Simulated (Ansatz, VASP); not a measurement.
**One calculation of Ti3Al, two programs**

Contents of INCAR:

```
PREC = Accurate
ENCUT = 520
EDIFF = 1E-6
ISMEAR = 0
SIGMA = 0.15
LREAL = F
LASPH = T
NELM = 60
ALGO = Fast
ISIF = 2
LWAVE = F
LCHARG = F
GGA = PE
NBANDS = 28
```

Contents of KPOINTS:

```
regular mesh
0
Gamma
  15 15 6
```

Contents of POSCAR:

```
Ti3Al
1.0
    2.9297375378      0.0000000000      0.0000000000
   -1.4648687689      2.5372271341      0.0000000000
    0.0000000000      0.0000000000      9.2315308735
Ti Al
3 1
Direct
    0.6666666667      0.3333333333      0.0000000000
    0.3333333333      0.6666666667      0.7612900095
    0.3333333333      0.6666666667      0.2387099905
    0.6666666667      0.3333333333      0.5000000000
```

Input for Ansatz:

```yaml
crystal:
  lattice:
    - [2.9297375378, 0.0, 0.0]
    - [-1.4648687689, 2.5372271341, 0.0]
    - [0.0, 0.0, 9.2315308735]
  atoms:
    - { symbol: Ti, position: [0.6666666667, 0.3333333333, 0.0] }
    - { symbol: Ti, position: [0.3333333333, 0.6666666667, 0.7612900095] }
    - { symbol: Ti, position: [0.3333333333, 0.6666666667, 0.2387099905] }
    - { symbol: Al, position: [0.6666666667, 0.3333333333, 0.5] }
basis:
  ecutwfc: 520.0
kpoints:
  mp_grid: { grid: [15, 15, 6] }
hamiltonian:
  xc: pbe
  pseudopotentials: { kind: paw, azcp: { folder: soft_1 } }
scf:
  occupations: { method: gaussian, width: 0.15 }
output:
  forces: true
  stress: true
  eigenvalues: true
```

Alike in both runs: task single point; functional PBE; k mesh 15 × 15 × 6; occupations gaussian, width 0.15 eV; no spin polarisation.

|  | VASP | Ansatz |
| --- | --- | --- |
| version | VASP 6.6.1 | Ansatz 0.2.0 |
| potentials or method | VASP PAW PBE potentials, release 64 (Ti_sv, Al), cutoff 520 eV | scalar-relativistic, plane waves, PAW |
| valence electrons in the cell | 39 | 39 |

```tsv
	VASP	Ansatz	Ansatz less VASP
gap on the k mesh at the Fermi level (eV)	none	none	-
pressure (GPa)	0.6	0.8	+0.19
traceless stress, the component that is largest in VASP (GPa)	-0.34	-0.37	-0.025
rms of the force components (eV/Å)	0.331	0.334	+0.0037
```

Atom by atom the forces differ by 0.004 eV/Å (rms over components). A gap of «none» marks a metal or a gap that the smearing closes. The functional is the same, so the differences come from potentials, cutoffs and numerics.
